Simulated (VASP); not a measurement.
# NaI in VASP: notebook

The runs below take NaI through single point, with PBE.

All numbers are computed with VASP 6.6.1; they aren't measurements. Logs are shortened: lines on timing, memory, paths and dates and some standing lists are left out, and cuts for length are marked.

## Step 1: The cell of the first run

Symmetry: Fm-3m, No. 225, cubic system. Conventional cell: a = 6.568 Å, b = 6.568 Å, c = 6.568 Å, α = 90.00°, β = 90.00°, γ = 90.00°. Na (site symmetry m-3m) has 6 I at 3.28 Å within 4.3 Å. I (site symmetry m-3m) has 6 Na at 3.28 Å within 4.3 Å.

## Step 2: Single point, PBE (strain +1.7%)

INCAR reads:

```
  ALGO = Normal
  EDIFF = 1E-6
  ENCUT = 520
  GGA = PE
  ISIF = 2
  ISMEAR = 0
  LASPH = T
  LCHARG = F
  LREAL = F
  LWAVE = F
  NBANDS = 14
  NELM = 60
  PREC = Accurate
  SIGMA = 0.01
```

KPOINTS reads:

```
k-points
0
Gamma
  4 4 4
```

POSCAR reads:

```
NaI
1.0
    0.0000000000      3.2842090014      3.2842090014
    3.2842090014      0.0000000000      3.2842090014
    3.2842090014      3.2842090014      0.0000000000
Na I
1 1
Direct
    0.0000000000      0.0000000000      0.0000000000
    0.5000000000      0.5000000000      0.5000000000
```

Potentials or basis: VASP PAW PBE potentials, release 64 (Na_pv, I).

Command:

```console
$ cat potpaw_PBE.64/Na_pv/POTCAR potpaw_PBE.64/I/POTCAR > POTCAR
$ mpirun -np 1 vasp_std > vasp.out
```

OUTCAR:

```text
EDIFF = 1E-6
   ENCUT = 520
   GGA = PE
   ISIF = 2
   ISMEAR = 0
   LASPH = T
   LREAL = F
   NELM = 60
   PREC = Accurate

 ion  position               nearest neighbor table
   1  0.000  0.000  0.000-
   2  0.500  0.500  0.500-

  LATTYP: Found a face centered cubic cell.
 ALAT       =     6.5684180028

  Lattice vectors:

 A1 = (   0.0000000000,   3.2842090014,   3.2842090014)
 A2 = (   3.2842090014,   0.0000000000,   3.2842090014)
 A3 = (   3.2842090014,   3.2842090014,   0.0000000000)

Analysis of symmetry for initial positions (statically):
=====================================================================
 Subroutine PRICEL returns:
 Original cell was already a primitive cell.

 Routine SETGRP: Setting up the symmetry group for a
 face centered cubic supercell.

 Subroutine GETGRP returns: Found 48 space group operations
 (whereof 48 operations were pure point group operations)
 out of a pool of 48 trial point group operations.

The static configuration has the point symmetry O_h .

Analysis of symmetry for dynamics (positions and initial velocities):
=====================================================================
 Subroutine PRICEL returns:
 Original cell was already a primitive cell.

 Routine SETGRP: Setting up the symmetry group for a
 face centered cubic supercell.

 Subroutine GETGRP returns: Found 48 space group operations
 (whereof 48 operations were pure point group operations)
 out of a pool of 48 trial point group operations.

The dynamic configuration has the point symmetry O_h .

 Subroutine INISYM returns: Found 48 space group operations
 (whereof 48 operations are pure point group operations),
 and found     1 'primitive' translations

----------------------------------------------------------------------------------------

                                     Primitive cell

  volume of cell :      70.8471

  direct lattice vectors                    reciprocal lattice vectors
     0.000000000  3.284209001  3.284209001    -0.152243660  0.152243660  0.152243660
     3.284209001  0.000000000  3.284209001     0.152243660 -0.152243660  0.152243660
     3.284209001  3.284209001  0.000000000     0.152243660  0.152243660 -0.152243660

  length of vectors
     4.644572911  4.644572911  4.644572911     0.263693755  0.263693755  0.263693755

  position of ions in fractional coordinates (direct lattice)
     0.000000000  0.000000000  0.000000000
     0.500000000  0.500000000  0.500000000

  ion indices of the primitive-cell ions
   primitive index   ion index
                 1           1
                 2           2

----------------------------------------------------------------------------------------

 KPOINTS: k-points

Automatic generation of k-mesh.
 Grid dimensions read from file:
 generate k-points for:    4    4    4

 Generating k-lattice:

  Cartesian coordinates                     Fractional coordinates (reciprocal lattice)
    -0.038060915  0.038060915  0.038060915     0.250000000  0.000000000  0.000000000
     0.038060915 -0.038060915  0.038060915     0.000000000  0.250000000  0.000000000
     0.038060915  0.038060915 -0.038060915     0.000000000  0.000000000  0.250000000

  Length of vectors
     0.065923439  0.065923439  0.065923439

  Shift w.r.t. Gamma in fractional coordinates (k-lattice)
     0.000000000  0.000000000  0.000000000

 Subroutine IBZKPT returns following result:
 ===========================================

 Found      8 irreducible k-points:

 Following reciprocal coordinates:
            Coordinates               Weight
  0.000000  0.000000  0.000000      1.000000
  0.250000  0.000000  0.000000      8.000000
  0.500000  0.000000  0.000000      4.000000
  0.250000  0.250000  0.000000      6.000000
  0.500000  0.250000  0.000000     24.000000
 -0.250000  0.250000  0.000000     12.000000
  0.500000  0.500000  0.000000      3.000000
 -0.250000  0.500000  0.250000      6.000000
   k-points           NKPTS =      8   k-points in BZ     NKDIM =      8   number of bands    NBANDS=     14
   number of dos      NEDOS =    301   number of ions     NIONS =      2
   total plane-waves  NPLWV =  46656
   dimension x,y,z NGX =    36 NGY =   36 NGZ =   36
   dimension x,y,z NGXF=    72 NGYF=   72 NGZF=   72
   ions per type =               1   1
   NGX,Y,Z   is equivalent  to a cutoff of  12.89, 12.89, 12.89 a.u.
   NGXF,Y,Z  is equivalent  to a cutoff of  25.77, 25.77, 25.77 a.u.
 SYSTEM =  unknown system
   PREC   = accura    normal or accurate (medium, high low for compatibility)
   ISTART =      0    job   : 0-new  1-cont  2-samecut
   ICHARG =      2    charge: 1-file 2-atom 10-const
   ISPIN  =      1    spin polarized calculation?
   LNONCOLLINEAR =      F non collinear calculations
   LSORBIT =      F    spin-orbit coupling
   LASPH  =      T    aspherical Exc in radial PAW
   ENCUT  =  520.0 eV  38.22 Ry    6.18 a.u.   8.64  8.64  8.64*2*pi/ulx,y,z
   NELM   =     60;   NELMIN=  2; NELMDL= -5     # of ELM steps
   EDIFF  = 0.1E-05   stopping-criterion for ELM
   LREAL  =      F    real-space projection
   EDIFFG = 0.1E-04   stopping-criterion for IOM
   NSW    =      0    number of steps for IOM
   IBRION =     -1    ionic relax: 0-MD 1-quasi-New 2-CG
   NFREE  =      0    steps in history (QN), initial steepest desc. (CG)
   ISIF   =      2    stress and relaxation
   ISYM   =      2    0-nonsym 1-usesym 2-fastsym
   POTIM  = 0.5000    time-step for ionic-motion
   TEBEG  =    0.0;   TEEND  =   0.0 temperature during run
   PSTRESS=    0.0 pullay stress
   NELECT =      14.0000    total number of electrons
   NUPDOWN=      -1.0000    fix difference up-down
   EMIN   =  10.00;   EMAX   =-10.00  energy-range for DOS
   EFERMI =   0.00;   METHOD = LEGACY
   ISMEAR =     0;   SIGMA  =   0.01  broadening in eV -4-tet -1-fermi 0-gaus
   EFERMI_NEDOS =   21; number of points for ismear=-14 and -15
   IALGO  =     38    algorithm
   IMIX   =      4    mixing-type and parameters
     AMIX     =   0.40;   BMIX     =  1.00
     AMIX_MAG =   1.60;   BMIX_MAG =  1.00
  volume/ion in A,a.u.               =      35.42       239.05
  Fermi-wavevector in a.u.,A,eV,Ry     =   0.953550  1.801948 12.371196  0.909257
  Thomas-Fermi vector in A             =   2.082215
   LORBIT       =      0    0 simple, 1 ext, 2 COOP (PROOUT), +10 PAW based schemes
   GGA     = PE    functional components
   LHFCALC =     F    Hartree Fock is set to
   AEXX    =    0.0000 exact exchange contribution
   IVDW    =     0    specifies the selected vdW correction
   LEPSILON=     F    determine dielectric tensor
   LRPA    =     F    only Hartree local field effects (RPA)
 non-spin polarized calculation
 Gauss-broadening in eV      SIGMA  =   0.01
  energy-cutoff  :      520.00
  volume of cell :       70.85
 maximum number of plane-waves:      1924
 NGX is ok and might be reduce to    36
   NGX = 17   NGY = 17   NGZ = 17

 number of electron      13.9999998 magnetization

 Free energy of the ion-electron system (eV)
  ---------------------------------------------------
  ext. energy  EPLUGINS =         0.00000000
  ---------------------------------------------------
  free energy    TOTEN  =        -5.38191091 eV

  energy without entropy =       -5.38191091  energy(sigma->0) =       -5.38191091

 E-fermi :   0.6299     XC(G=0):  -7.5268

 val. band max:        0.5144725046   @ k =   0.0000   0.0000   0.0000
 cond. band min:       4.0406045351   @ k =   0.0000   0.0000   0.0000
 fundamental gap:      3.5261320305
 Fermi energy:         0.6298628843

 k-point     1 :       0.0000    0.0000    0.0000
  band No.  band energies     occupation
      1     -21.9892      2.00000
      2     -21.9892      2.00000
      3     -21.9892      2.00000
      4     -10.3941      2.00000
      5       0.5145      2.00000
      6       0.5145      2.00000
      7       0.5145      2.00000
      8       4.0406      0.00000
      9       8.4382      0.00000
     10       8.4382      0.00000
     11       8.4382      0.00000
     12      10.1854      0.00000
     13      10.1854      0.00000
     14      10.9135      0.00000

 k-point     2 :       0.2500    0.0000    0.0000
  band No.  band energies     occupation
      1     -21.9913      2.00000
      2     -21.9893      2.00000
      3     -21.9893      2.00000
      4     -10.2619      2.00000
      5      -0.6872      2.00000
      6       0.3813      2.00000
      7       0.3813      2.00000
      8       5.3268      0.00000
      9       7.9231      0.00000
     10       8.4371      0.00000
     11       8.4371      0.00000
     12       9.9753      0.00000
     13       9.9753      0.00000
     14      10.7788      0.00000

 k-point     3 :       0.5000    0.0000    0.0000
  band No.  band energies     occupation
      1     -21.9933      2.00000
      2     -21.9895      2.00000
      3     -21.9895      2.00000
      4     -10.1199      2.00000
      5      -1.5152      2.00000
      6       0.2588      2.00000
      7       0.2588      2.00000
      8       5.5922      0.00000
      9       7.9157      0.00000
     10       7.9158      0.00000
     11       8.9208      0.00000
     12      10.7110      0.00000
     13      12.6037      0.00000
     14      12.6037      0.00000
[... 52 lines left out ...]
 k-point     7 :       0.5000    0.5000    0.0000
  band No.  band energies     occupation
      1     -21.9924      2.00000
      2     -21.9905      2.00000
      3     -21.9905      2.00000
      4     -10.0516      2.00000
      5      -1.2490      2.00000
      6      -0.1725      2.00000
      7      -0.1725      2.00000
      8       4.9692      0.00000
      9       6.1422      0.00000
     10      10.1095      0.00000
     11      11.5514      0.00000
     12      11.5514      0.00000
     13      11.9375      0.00000
     14      13.5451      0.00000

 k-point     8 :      -0.2500    0.5000    0.2500
  band No.  band energies     occupation
      1     -21.9914      2.00000
      2     -21.9914      2.00000
      3     -21.9906      2.00000
      4     -10.0446      2.00000
      5      -0.7838      2.00000
      6      -0.7838      2.00000
      7      -0.3449      2.00000
      8       6.2285      0.00000
      9       7.9367      0.00000
     10       7.9367      0.00000
     11       8.3118      0.00000
     12      12.2438      0.00000
     13      12.2439      0.00000
     14      12.9506      0.00000

------------------------ aborting loop because EDIFF is reached ----------------------------------------

  FORCE on cell =-STRESS in cart. coord.  units (eV):
  Direction    XX          YY          ZZ          XY          YZ          ZX
  --------------------------------------------------------------------------------------
  -------------------------------------------------------------------------------------
  Total       -0.0929457     -0.0929457     -0.0929457      0.0000000      0.0000000      0.0000000
  in kB       -2.1019265     -2.1019265     -2.1019265      0.0000000      0.0000000      0.0000000
  external PRESSURE =      -2.1019265 kB  Pullay stress =       0.0000000 kB

 VOLUME and BASIS-vectors are now :
 -----------------------------------------------------------------------------
  energy-cutoff  :      520.00
  volume of cell :       70.85
      direct lattice vectors                 reciprocal lattice vectors
     0.000000000  3.284209001  3.284209001    -0.152243660  0.152243660  0.152243660
     3.284209001  0.000000000  3.284209001     0.152243660 -0.152243660  0.152243660
     3.284209001  3.284209001  0.000000000     0.152243660  0.152243660 -0.152243660

 POSITION                                       TOTAL-FORCE (eV/Angst)
 -----------------------------------------------------------------------------------
      0.00000      0.00000      0.00000         0.000000      0.000000      0.000000
      3.28421      3.28421      3.28421         0.000000     -0.000000     -0.000000
 -----------------------------------------------------------------------------------
    total drift:                                0.000000      0.000000      0.000000

  FREE ENERGIE OF THE ION-ELECTRON SYSTEM (eV)
  ---------------------------------------------------
  free  energy   TOTEN  =        -5.3819109115 eV

  energy  without entropy=       -5.3819109115  energy(sigma->0) =       -5.38191091
```

Run time: 9.7 s. Hardware: 1 thread of AMD EPYC 7R13 (Zen 3), shared host; peak memory 0.17 GiB.

Results:

```yaml
Free_energy: -5.3819 eV
Pressure: -0.2 GPa
Band_gap_on_the_k_mesh: 3.53 eV
```

Levels at points of the mesh, in eV from the valence-band top:
| k point | band 3 | band 4 | band 5 | band 6 | band 7 | band 8 | band 9 | band 10 | band 11 | band 12 |
| --- | --- | --- | --- | --- | --- | --- | --- | --- | --- | --- |
| (0.00, 0.00, 0.00) | -22.50 | -10.91 | 0.00 | 0.00 | 0.00 | 3.53 | 7.92 | 7.92 | 7.92 | 9.67 |
| (0.50, 0.00, 0.00) | -22.50 | -10.63 | -2.03 | -0.26 | -0.26 | 5.08 | 7.40 | 7.40 | 8.41 | 10.20 |
| (0.50, 0.50, 0.00) | -22.51 | -10.57 | -1.76 | -0.69 | -0.69 | 4.45 | 5.63 | 9.60 | 11.04 | 11.04 |

Caveat: the cell differs from its parent crystal (strain +1.7%); spin-orbit coupling is left out, which moves the levels of the heavy elements.

## Step 3: Single point, PBE (strain +5.5%)

INCAR reads:

```
ALGO = Normal ; EDIFF = 1E-6
ENCUT = 520 ; GGA = PE
ISIF = 2 ; ISMEAR = 0
LASPH = True ; LCHARG = False
LREAL = False ; LWAVE = False
NBANDS = 14 ; NELM = 100
PREC = Accurate ; SIGMA = 0.01
```

KPOINTS is that of step 2.

POSCAR reads:

```
NaI
1.0
    0.0000000000      3.4056430248      3.4056430248
    3.4056430248      0.0000000000      3.4056430248
    3.4056430248      3.4056430248      0.0000000000
Na I
1 1
Direct
    0.0000000000      0.0000000000      0.0000000000
    0.5000000000      0.5000000000      0.5000000000
```

Potentials or basis: VASP PAW PBE potentials, release 64 (Na_pv, I).

Command:

```console
$ cat potpaw_PBE.64/Na_pv/POTCAR potpaw_PBE.64/I/POTCAR > POTCAR
$ mpirun -np 1 vasp_std > vasp.out
```

It took 10 s on 1 thread of AMD EPYC 7R13 (Zen 3), shared host; peak memory 0.17 GiB.

Results (log left out):

```yaml
Free_energy: -5.3380 eV
Pressure: -1.4 GPa
Band_gap_on_the_k_mesh: 3.28 eV
```

Levels at points of the mesh, in eV from the valence-band top:
```
           k point  band 4  band 5  band 6  band 7  band 8  band 9  band 10  band 11
(0.00, 0.00, 0.00)  -10.68    0.00    0.00    0.00    3.28    7.89     7.89     7.89
(0.50, 0.00, 0.00)  -10.49   -1.69   -0.20   -0.20    5.03    7.29     7.29     7.65
(0.50, 0.50, 0.00)  -10.44   -1.46   -0.56   -0.56    4.35    5.78     8.95    10.40
```

Caveat: the cell differs from its parent crystal (strain +5.5%); spin-orbit coupling is left out, which moves the levels of the heavy elements.

## Step 4: Single point, PBE (biaxial xy strain -2.0%)

INCAR: that of step 3 with these lines changed.

```diff
@@ -5,3 +5,3 @@
 LREAL = False ; LWAVE = False
-NBANDS = 14 ; NELM = 100
+NBANDS = 14 ; NELM = 60
 PREC = Accurate ; SIGMA = 0.01
```

KPOINTS is that of step 3.

POSCAR reads:

```
NaI
1.0
    0.0000000000      3.1634209036      3.2296282834
    3.1634209036      0.0000000000      3.2296282834
    3.1634209036      3.1634209036      0.0000000000
Na I
1 1
Direct
    0.0000000000      0.0000000000      0.0000000000
    0.5000000000      0.5000000000      0.5000000000
```

Potentials or basis: VASP PAW PBE potentials, release 64 (Na_pv, I).

Command:

```console
$ cat potpaw_PBE.64/Na_pv/POTCAR potpaw_PBE.64/I/POTCAR > POTCAR
$ mpirun -np 1 vasp_std > vasp.out
```

OUTCAR:

```text
EDIFF = 1E-6
   ENCUT = 520
   GGA = PE
   ISIF = 2
   ISMEAR = 0
   LASPH = True
   LREAL = False
   NELM = 60
   PREC = Accurate

 ion  position               nearest neighbor table
   1  0.000  0.000  0.000-   2 3.16   2 3.16   2 3.16   2 3.16
   2  0.500  0.500  0.500-   1 3.16   1 3.16   1 3.16   1 3.16

  LATTYP: Found a body centered tetragonal cell.
 ALAT       =     4.4737527454
 C/A-ratio  =     1.4438117023

  Lattice vectors:

 A1 = (  -3.1634209036,   0.0000000000,   3.2296282834)
[... 393 lines left out ...]

------------------------ aborting loop because EDIFF is reached ----------------------------------------

  FORCE on cell =-STRESS in cart. coord.  units (eV):
  Direction    XX          YY          ZZ          XY          YZ          ZX
  --------------------------------------------------------------------------------------
  -------------------------------------------------------------------------------------
  Total        0.6718598      0.6718598      0.4014197      0.0000000      0.0000000      0.0000000
  in kB       16.6530098     16.6530098      9.9497632      0.0000000      0.0000000      0.0000000
  external PRESSURE =      14.4185943 kB  Pullay stress =       0.0000000 kB

 VOLUME and BASIS-vectors are now :
 -----------------------------------------------------------------------------
  energy-cutoff  :      520.00
  volume of cell :       64.64
      direct lattice vectors                 reciprocal lattice vectors
     0.000000000  3.163420904  3.229628283    -0.158056741  0.158056741  0.154816578
     3.163420904  0.000000000  3.229628283     0.158056741 -0.158056741  0.154816578
     3.163420904  3.163420904  0.000000000     0.158056741  0.158056741 -0.154816578

 POSITION                                       TOTAL-FORCE (eV/Angst)
 -----------------------------------------------------------------------------------
      0.00000      0.00000      0.00000        -0.000000      0.000000      0.000000
      3.16342      3.16342      3.22963         0.000000     -0.000000     -0.000000
 -----------------------------------------------------------------------------------
    total drift:                                0.000000      0.000000      0.000000

  FREE ENERGIE OF THE ION-ELECTRON SYSTEM (eV)
  ---------------------------------------------------
  free  energy   TOTEN  =        -5.3590791769 eV

  energy  without entropy=       -5.3590791769  energy(sigma->0) =       -5.35907918
```

stdout:

```text
POSCAR found type information on POSCAR NaI
 POSCAR found :  2 types and       2 ions
 scaLAPACK will be used
 LDA part: xc-table for (Slater+PW92), standard interpolation
 POSCAR, INCAR and KPOINTS ok, starting setup
 FFT: planning ... GRIDC
 FFT: planning ... GRID_SOFT
 FFT: planning ... GRID
 WAVECAR not read
 entering main loop
```

It took 15 s on 1 thread of AMD EPYC 7R13 (Zen 3), shared host; peak memory 0.17 GiB.

Results:

```
Free energy            : -5.3591 eV
Pressure               : 1.4 GPa
Band gap on the k mesh : 3.76 eV
```

Caveat: the k points lie up to 0.43 Å⁻¹ apart; the cell differs from its parent crystal (biaxial xy strain -2.0%); spin-orbit coupling is left out, which moves the levels of the heavy elements.

## Step 5: Summary

```tsv
cell	gap on the mesh (eV)	pressure (GPa)
a = 4.645 Å, angles 60.0°, 2 atoms	3.53	-0.2
a = 4.816 Å, angles 60.0°, 2 atoms	3.28	-1.4
a = 4.521, b = 4.521, c = 4.474 Å, angles 60.3, 60.3, 59.3°, 2 atoms	3.76	1.4
```

Alike in all rows: task single point; level PBE; potentials or basis VASP PAW PBE potentials, release 64 (Na_pv, I); no spin polarisation; k mesh 4 × 4 × 4; cutoff (eV) 520; smearing gaussian 0.01 eV.

Caveats: some runs use coarse meshes; spin-orbit coupling is left out, which moves the levels of the heavy elements.

Absolute energies hang on the potentials; compare differences alone.
